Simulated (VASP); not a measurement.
CaO, 2 atoms in the cell. Symmetry: Fm-3m, No. 225, cubic system. Conventional cell: a = 4.851 Å, b = 4.851 Å, c = 4.851 Å, α = 90.00°, β = 90.00°, γ = 90.00°. Within 3.2 Å of Ca (site symmetry m-3m) lie 6 O at 2.43 Å. O (site symmetry m-3m) has 6 Ca at 2.43 Å within 3.2 Å.  This cell differs from its parent crystal: strain +1.2%.

| Item | Value |
| --- | --- |
| Program | VASP 6.6.1 |
| Task | single point |
| Functional | HSE06 |
| Potentials or basis | VASP PAW PBE potentials, release 64 (Ca_sv, O) |
| Cutoff | 520 eV |
| k mesh | 6 × 6 × 6 |
| Occupations | gaussian, width 0.01 eV |
| Spin | no spin polarisation |
| Dipole correction | no |
| Grid for exact exchange (PRECFOCK) | Normal |
| Further INCAR settings | ALGO = Normal; EDIFF = 1e-06; NBANDS = 15 |
| Share of exact exchange | 0.25 |
| Screening parameter | 0.2079 1/Å |

Potentials or basis: VASP PAW PBE potentials, release 64 (Ca_sv, O).

Launch:

```bash
$ cat potpaw_PBE.64/Ca_sv/POTCAR potpaw_PBE.64/O/POTCAR > POTCAR
$ cp INCAR.step1 INCAR
$ mpirun -np 1 vasp_std > vasp.out
$ cp INCAR.step2 INCAR
$ mpirun -np 1 vasp_std > vasp.out
```

Hardware: 1 thread of Intel(R) Xeon(R) Platinum 8488C (Sapphire Rapids), with other jobs on the host.

How long does it take, and how much memory?

Run time: 18 min on 1 thread of Intel(R) Xeon(R) Platinum 8488C (Sapphire Rapids) (shared host), peak memory 0.27 GiB. Counts: k points 16.
